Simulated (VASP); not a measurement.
# PbO2 (P4_2/mnm) in VASP: notebook

PbO2 is run at these levels: PBEsol+D3(BJ); tasks: single point.

Program: VASP 6.6.1. These are calculated values, not measurements. Logs are shortened: lines on timing, memory, paths and dates and some standing lists are left out, and cuts for length are marked.

**1. The cell of the first run**

The structure is tetragonal, space group P4_2/mnm (No. 136). Conventional cell: a = 4.960 Å, b = 4.960 Å, c = 3.404 Å, α = 90.00°, β = 90.00°, γ = 90.00°. Pb (site symmetry mmm) has 6 O at 2.16 to 2.17 Å within 2.9 Å. O (site symmetry m2m) has 3 Pb at 2.16 to 2.17 Å and 1 O at 2.70 Å within 2.9 Å.

**2. Single point, PBEsol+D3(BJ)**

INCAR reads:

```
ALGO = Normal
EDIFF = 1E-7
ENCUT = 520
GGA = PS
ISIF = 2
ISMEAR = -1
IVDW = 12
LASPH = T
LCHARG = F
LREAL = F
LWAVE = F
NBANDS = 35
NELM = 60
PREC = Accurate
SIGMA = 0.05
```

KPOINTS reads:

```
k-points
0
Gamma
  6 6 8
```

POSCAR reads:

```
PbO2
1.0
    4.9601836928      0.0000000000      0.0000000000
    0.0000000000      4.9601836928      0.0000000000
    0.0000000000      0.0000000000      3.4041400104
Pb O
2 4
Direct
    0.5000000000      0.5000000000      0.5000000000
    0.0000000000      0.0000000000      0.0000000000
    0.6926394639      0.6926394639      0.0000000000
    0.8073605361      0.1926394639      0.5000000000
    0.1926394639      0.8073605361      0.5000000000
    0.3073605361      0.3073605361      0.0000000000
```

Potentials or basis: VASP PAW PBE potentials, release 64 (Pb_d, O).

Started as:

```sh
$ cat potpaw_PBE.64/Pb_d/POTCAR potpaw_PBE.64/O/POTCAR > POTCAR
$ mpirun -np 1 vasp_std > vasp.out
```

OUTCAR:

```text
EDIFF = 1E-7
   ENCUT = 520
   GGA = PS
   ISIF = 2
   ISMEAR = -1
   IVDW = 12
   LASPH = T
   LREAL = F
   NELM = 60
   PREC = Accurate
 IVDW          = 12

 ion  position               nearest neighbor table
   1  0.500  0.500  0.500-   4 2.16   5 2.16   3 2.17   6 2.17   3 2.17   6 2.17   2 3.90   2 3.90
                             2 3.90   2 3.90   2 3.90   2 3.90   2 3.90   2 3.90
   2  0.000  0.000  0.000-   3 2.16   6 2.16   5 2.17   4 2.17   4 2.17   5 2.17   1 3.90   1 3.90
                             1 3.90   1 3.90   1 3.90   1 3.90   1 3.90   1 3.90
   3  0.693  0.693  0.000-   2 2.16   1 2.17   1 2.17
   4  0.807  0.193  0.500-   1 2.16   2 2.17   2 2.17
   5  0.193  0.807  0.500-   1 2.16   2 2.17   2 2.17
   6  0.307  0.307  0.000-   2 2.16   1 2.17   1 2.17

  LATTYP: Found a simple tetragonal cell.
 ALAT       =     4.9601836928
 C/A-ratio  =     0.6862931337

  Lattice vectors:

 A1 = (   4.9601836928,   0.0000000000,   0.0000000000)
 A2 = (   0.0000000000,   4.9601836928,   0.0000000000)
 A3 = (   0.0000000000,   0.0000000000,   3.4041400104)

Analysis of symmetry for initial positions (statically):
=====================================================================
 Subroutine PRICEL returns:
 Original cell was already a primitive cell.

 Routine SETGRP: Setting up the symmetry group for a
 simple tetragonal supercell.

 Subroutine GETGRP returns: Found 16 space group operations
 (whereof  8 operations were pure point group operations)
 out of a pool of 16 trial point group operations.

The static configuration has the point symmetry D_2h.
 The point group associated with its full space group is D_4h.

Analysis of symmetry for dynamics (positions and initial velocities):
=====================================================================
 Subroutine PRICEL returns:
 Original cell was already a primitive cell.

 Routine SETGRP: Setting up the symmetry group for a
 simple tetragonal supercell.

 Subroutine GETGRP returns: Found 16 space group operations
 (whereof  8 operations were pure point group operations)
 out of a pool of 16 trial point group operations.

The dynamic configuration has the point symmetry D_2h.
 The point group associated with its full space group is D_4h.

 Subroutine INISYM returns: Found 16 space group operations
 (whereof  8 operations are pure point group operations),
 and found     1 'primitive' translations

----------------------------------------------------------------------------------------

                                     Primitive cell

  volume of cell :      83.7535

  direct lattice vectors                    reciprocal lattice vectors
     4.960183693  0.000000000  0.000000000     0.201605437  0.000000000  0.000000000
     0.000000000  4.960183693  0.000000000     0.000000000  0.201605437  0.000000000
     0.000000000  0.000000000  3.404140010     0.000000000  0.000000000  0.293759950

  length of vectors
     4.960183693  4.960183693  3.404140010     0.201605437  0.201605437  0.293759950

  position of ions in fractional coordinates (direct lattice)
     0.500000000  0.500000000  0.500000000
     0.000000000  0.000000000  0.000000000
     0.692639464  0.692639464  0.000000000
     0.807360536  0.192639464  0.500000000
     0.192639464  0.807360536  0.500000000
     0.307360536  0.307360536  0.000000000

  ion indices of the primitive-cell ions
   primitive index   ion index
                 1           1
                 2           2
                 3           3
                 4           4
                 5           5
                 6           6

----------------------------------------------------------------------------------------

 KPOINTS: k-points

Automatic generation of k-mesh.
 Grid dimensions read from file:
 generate k-points for:    6    6    8

 Generating k-lattice:

  Cartesian coordinates                     Fractional coordinates (reciprocal lattice)
     0.033600906  0.000000000  0.000000000     0.166666667  0.000000000  0.000000000
     0.000000000  0.033600906  0.000000000     0.000000000  0.166666667  0.000000000
     0.000000000  0.000000000  0.036719994     0.000000000  0.000000000  0.125000000

  Length of vectors
     0.033600906  0.033600906  0.036719994

  Shift w.r.t. Gamma in fractional coordinates (k-lattice)
     0.000000000  0.000000000  0.000000000

 Subroutine IBZKPT returns following result:
 ===========================================

 Found     50 irreducible k-points:

 Following reciprocal coordinates:
            Coordinates               Weight
  0.000000  0.000000  0.000000      1.000000
  0.166667  0.000000  0.000000      4.000000
  0.333333  0.000000  0.000000      4.000000
  0.500000  0.000000  0.000000      2.000000
  0.166667  0.166667  0.000000      4.000000
  0.333333  0.166667  0.000000      8.000000
[... 16 lines left out ...]
  0.333333  0.000000  0.250000      8.000000
  0.500000  0.000000  0.250000      4.000000
 [... further k-points ...]
   k-points           NKPTS =     50   k-points in BZ     NKDIM =     50   number of bands    NBANDS=     35
   number of dos      NEDOS =    301   number of ions     NIONS =      6
   total plane-waves  NPLWV =  44800
   dimension x,y,z NGX =    40 NGY =   40 NGZ =   28
   dimension x,y,z NGXF=    80 NGYF=   80 NGZF=   56
   ions per type =               2   4
   NGX,Y,Z   is equivalent  to a cutoff of  13.41, 13.41, 13.67 a.u.
   NGXF,Y,Z  is equivalent  to a cutoff of  26.81, 26.81, 27.35 a.u.
 SYSTEM =  unknown system
   PREC   = accura    normal or accurate (medium, high low for compatibility)
   ISTART =      0    job   : 0-new  1-cont  2-samecut
   ICHARG =      2    charge: 1-file 2-atom 10-const
   ISPIN  =      1    spin polarized calculation?
   LNONCOLLINEAR =      F non collinear calculations
   LSORBIT =      F    spin-orbit coupling
   LASPH  =      T    aspherical Exc in radial PAW
   ENCUT  =  520.0 eV  38.22 Ry    6.18 a.u.   9.22  9.22  6.33*2*pi/ulx,y,z
   NELM   =     60;   NELMIN=  2; NELMDL= -5     # of ELM steps
   EDIFF  = 0.1E-06   stopping-criterion for ELM
   LREAL  =      F    real-space projection
   EDIFFG = 0.1E-05   stopping-criterion for IOM
   NSW    =      0    number of steps for IOM
   IBRION =     -1    ionic relax: 0-MD 1-quasi-New 2-CG
   NFREE  =      0    steps in history (QN), initial steepest desc. (CG)
   ISIF   =      2    stress and relaxation
   ISYM   =      2    0-nonsym 1-usesym 2-fastsym
   POTIM  = 0.5000    time-step for ionic-motion
   TEBEG  =    0.0;   TEEND  =   0.0 temperature during run
   PSTRESS=    0.0 pullay stress
   NELECT =      52.0000    total number of electrons
   NUPDOWN=      -1.0000    fix difference up-down
   EMIN   =  10.00;   EMAX   =-10.00  energy-range for DOS
   EFERMI =   0.00;   METHOD = LEGACY
   ISMEAR =    -1;   SIGMA  =   0.05  broadening in eV -4-tet -1-fermi 0-gaus
   EFERMI_NEDOS =   21; number of points for ismear=-14 and -15
   IALGO  =     38    algorithm
   IMIX   =      4    mixing-type and parameters
     AMIX     =   0.40;   BMIX     =  1.00
     AMIX_MAG =   1.60;   BMIX_MAG =  1.00
  volume/ion in A,a.u.               =      13.96        94.20
  Fermi-wavevector in a.u.,A,eV,Ry     =   1.396609  2.639209 26.538407  1.950518
  Thomas-Fermi vector in A             =   2.519947
   LORBIT       =      0    0 simple, 1 ext, 2 COOP (PROOUT), +10 PAW based schemes
   GGA     = PS    functional components
   LHFCALC =     F    Hartree Fock is set to
   AEXX    =    0.0000 exact exchange contribution
   IVDW    =    12    specifies the selected vdW correction
   LEPSILON=     F    determine dielectric tensor
   LRPA    =     F    only Hartree local field effects (RPA)
 non-spin polarized calculation
  energy-cutoff  :      520.00
  volume of cell :       83.75
 maximum number of plane-waves:      2277
 NGX is ok and might be reduce to    40
   NGX = 19   NGY = 19   NGZ = 13

 number of electron      52.0000008 magnetization

 Free energy of the ion-electron system (eV)
  ---------------------------------------------------
  ext. energy  EPLUGINS =         0.00000000
  ---------------------------------------------------
  free energy    TOTEN  =       -34.05368786 eV

  energy without entropy =      -34.05009816  energy(sigma->0) =      -34.05189301

 E-fermi :   4.2830     XC(G=0): -10.9613

 val. band max:        4.2051448413   @ k =   0.0000   0.0000   0.1250
 cond. band min:       4.3102994543   @ k =   0.0000   0.0000   0.0000
 fundamental gap:      0.1051546130
 Fermi energy:         4.2829875382

 k-point     1 :       0.0000    0.0000    0.0000
  band No.  band energies     occupation
      1     -14.0845      2.00000
      2     -13.9436      2.00000
      3     -12.2362      2.00000
      4     -12.2362      2.00000
      5     -11.2874      2.00000
      6     -11.0702      2.00000
[... 27 lines left out ...]
     34      15.3226      0.00000
     35      15.9929      0.00000

 k-point     2 :       0.1667    0.0000    0.0000
  band No.  band energies     occupation
      1     -14.0090      2.00000
      2     -13.8964      2.00000
      3     -12.5017      2.00000
      4     -12.4012      2.00000
      5     -11.0305      2.00000
      6     -11.0303      2.00000
[... 27 lines left out ...]
     34      15.6301      0.00000
     35      15.9899      0.00000

 k-point     3 :       0.3333    0.0000    0.0000
  band No.  band energies     occupation
      1     -13.8120      2.00000
      2     -13.7687      2.00000
      3     -12.8837      2.00000
      4     -12.7581      2.00000
      5     -11.0221      2.00000
      6     -11.0216      2.00000
[... 27 lines left out ...]
     34      16.0745      0.00000
     35      16.2231      0.00000

 k-point     4 :       0.5000    0.0000    0.0000
  band No.  band energies     occupation
      1     -13.6631      2.00000
      2     -13.6631      2.00000
      3     -13.0297      2.00000
      4     -13.0297      2.00000
      5     -11.0173      2.00000
      6     -11.0173      2.00000
[... 27 lines left out ...]
     34      15.8902      0.00000
     35      16.2922      0.00000

 k-point     5 :       0.1667    0.1667    0.0000
  band No.  band energies     occupation
      1     -14.0090      2.00000
      2     -13.7927      2.00000
      3     -12.8201      2.00000
      4     -12.2574      2.00000
      5     -11.1081      2.00000
      6     -11.0358      2.00000
[... 638 lines left out ...]
 k-point    22 :       0.1667    0.0000    0.2500
  band No.  band energies     occupation
      1     -13.6165      2.00000
      2     -13.6138      2.00000
      3     -13.0816      2.00000
      4     -13.0619      2.00000
      5     -11.1283      2.00000
      6     -10.9081      2.00000
[... 27 lines left out ...]
     34      15.3351      0.00000
     35      16.0350      0.00000

 k-point    23 :       0.3333    0.0000    0.2500
  band No.  band energies     occupation
      1     -13.5508      2.00000
      2     -13.5247      2.00000
      3     -13.1695      2.00000
      4     -13.1241      2.00000
      5     -11.0605      2.00000
      6     -10.9069      2.00000
[... 27 lines left out ...]
     34      15.5561      0.00000
     35      16.2376      0.00000

 k-point    24 :       0.5000    0.0000    0.2500
  band No.  band energies     occupation
      1     -13.4872      2.00000
      2     -13.4872      2.00000
      3     -13.1957      2.00000
      4     -13.1957      2.00000
      5     -10.9434      2.00000
      6     -10.9434      2.00000
[... 27 lines left out ...]
     34      15.6137      0.00000
     35      16.3757      0.00000

 [... further k-points ...]

------------------------ aborting loop because EDIFF is reached ----------------------------------------

 Edisp (eV)   -1.18282

 E8    (eV) :    -0.7776

  FORCE on cell =-STRESS in cart. coord.  units (eV):
  Direction    XX          YY          ZZ          XY          YZ          ZX
  --------------------------------------------------------------------------------------
  -------------------------------------------------------------------------------------
  Total       0.10645     0.10645     0.20189     0.00000     0.00000     0.00000
  in kB       2.03632     2.03632     3.86207     0.00000     0.00000     0.00000
  external pressure =        2.64 kB  Pullay stress =        0.00 kB

 VOLUME and BASIS-vectors are now :
 -----------------------------------------------------------------------------
  energy-cutoff  :      520.00
  volume of cell :       83.75
      direct lattice vectors                 reciprocal lattice vectors
     4.960183693  0.000000000  0.000000000     0.201605437  0.000000000  0.000000000
     0.000000000  4.960183693  0.000000000     0.000000000  0.201605437  0.000000000
     0.000000000  0.000000000  3.404140010     0.000000000  0.000000000  0.293759950

 POSITION                                       TOTAL-FORCE (eV/Angst)
 -----------------------------------------------------------------------------------
      2.48009      2.48009      1.70207        -0.000000      0.000000     -0.000000
      0.00000      0.00000      0.00000        -0.000000      0.000000     -0.000000
      3.43562      3.43562      0.00000         0.006464      0.006464     -0.000000
      4.00466      0.95553      1.70207        -0.006464      0.006464     -0.000000
      0.95553      4.00466      1.70207         0.006464     -0.006464      0.000000
      1.52456      1.52456      0.00000        -0.006464     -0.006464      0.000000
 -----------------------------------------------------------------------------------
    total drift:                                0.000000      0.000000     -0.000000

  FREE ENERGIE OF THE ION-ELECTRON SYSTEM (eV)
  ---------------------------------------------------
  free  energy   TOTEN  =       -35.2365051692 eV

  energy  without entropy=      -35.2329154719  energy(sigma->0) =      -35.23471032
```

It took 88 s on 1 thread of Intel Xeon Platinum 8488C (Sapphire Rapids), shared host; peak memory 0.27 GiB.

Results:

```yaml
Free_energy: -35.2365 eV
Pressure: 0.3 GPa
Largest_force: 0.009 eV/Å
Band_gap_on_the_k_mesh: 0.11 eV (least direct gap 0.14 eV)
Dispersion_energy_per_atom: -0.197 eV
```

Forces in eV/Å, atoms in the order of the input:
```
Pb   0.000  0.000  0.000
Pb   0.000  0.000  0.000
O    0.006  0.006  0.000
O   -0.006  0.006  0.000
O    0.006 -0.006  0.000
O   -0.006 -0.006  0.000
```

Stress tensor (GPa, compression positive):
```
0.20 0.00 0.00
0.00 0.20 0.00
0.00 0.00 0.39
```

Caveat: the PAW data sets were made with another functional, which shifts forces and pressure a little; spin-orbit coupling is left out, which moves the levels of the heavy elements. A k mesh can miss the band edges.

**3. Single point, PBEsol+D3(BJ)**

This run uses another cell than the first one, of 13.99 Å³/atom.

INCAR reads:

```
SYSTEM = PbO2
PREC = Accurate
ENCUT = 520
EDIFF = 1E-6
ISMEAR = -1
SIGMA = 0.05
LREAL = .False.
LASPH = .True.
NELM = 60
ALGO = Normal
ISIF = 2
LWAVE = .False.
LCHARG = .False.
GGA = PS
IVDW = 12
NBANDS = 35
```

KPOINTS reads:

```
regular mesh
0
Gamma
  6 6 8
  0 0 0
```

POSCAR reads:

```
PbO2
1.0
    4.9652344775      0.0000000000      0.0000000000
    0.0000000000      4.9652344775      0.0000000000
    0.0000000000      0.0000000000      3.4046231309
Pb O
2 4
Direct
    0.5000000000      0.5000000000      0.5000000000
    0.0000000000      0.0000000000      0.0000000000
    0.6926117827      0.6926117827      0.0000000000
    0.8073882173      0.1926117827      0.5000000000
    0.1926117827      0.8073882173      0.5000000000
    0.3073882173      0.3073882173      0.0000000000
```

Potentials or basis: VASP PAW PBE potentials, release 64 (Pb_d, O).

Started as:

```sh
$ cat potpaw_PBE.64/Pb_d/POTCAR potpaw_PBE.64/O/POTCAR > POTCAR
$ mpirun -np 1 vasp_std > vasp.out
```

Run time: 80 s. Hardware: 1 thread of Intel Xeon Platinum 8488C (Sapphire Rapids), shared host; peak memory 0.28 GiB.

The run converged. Its results:

- Free energy: -35.2368 eV
- Pressure: 0.0 GPa
- Largest force: 0.009 eV/Å
- Band gap on the k mesh: 0.10 eV (least direct gap 0.13 eV)
- Dispersion energy per atom: -0.197 eV

Forces on the atoms (eV/Å):
```
Pb   0.000  0.000  0.000
Pb   0.000  0.000  0.000
O    0.007  0.007  0.000
O   -0.007  0.007  0.000
O    0.007 -0.007  0.000
O   -0.007 -0.007  0.000
```

Stress tensor (GPa, compression positive):
```
-0.10  0.00  0.00
 0.00 -0.10  0.00
 0.00  0.00  0.08
```

Levels at points of the mesh, in eV from the valence-band top:
| k point | band 23 | band 24 | band 25 | band 26 | band 27 | band 28 | band 29 | band 30 |
| --- | --- | --- | --- | --- | --- | --- | --- | --- |
| (0.00, 0.00, 0.00) | -0.59 | -0.59 | -0.59 | -0.59 | 0.10 | 4.29 | 5.78 | 5.78 |
| (0.50, 0.00, 0.00) | -0.63 | -0.63 | -0.37 | -0.37 | 2.49 | 2.49 | 6.40 | 6.40 |
| (0.50, 0.50, 0.00) | -0.65 | -0.65 | -0.46 | -0.46 | 2.89 | 2.89 | 6.71 | 6.71 |
| (0.00, 0.00, 0.50) | -1.13 | -1.13 | -0.78 | -0.78 | 3.81 | 3.81 | 8.85 | 8.85 |
| (0.50, 0.00, 0.50) | -0.78 | -0.78 | -0.17 | -0.17 | 4.14 | 4.14 | 7.30 | 7.30 |
| (0.50, 0.50, 0.50) | -0.67 | -0.67 | -0.51 | -0.51 | 2.86 | 2.86 | 8.26 | 8.26 |

Caveat: three body term missing; the PAW data sets were made with another functional, which shifts forces and pressure a little; spin-orbit coupling is left out, which moves the levels of the heavy elements.
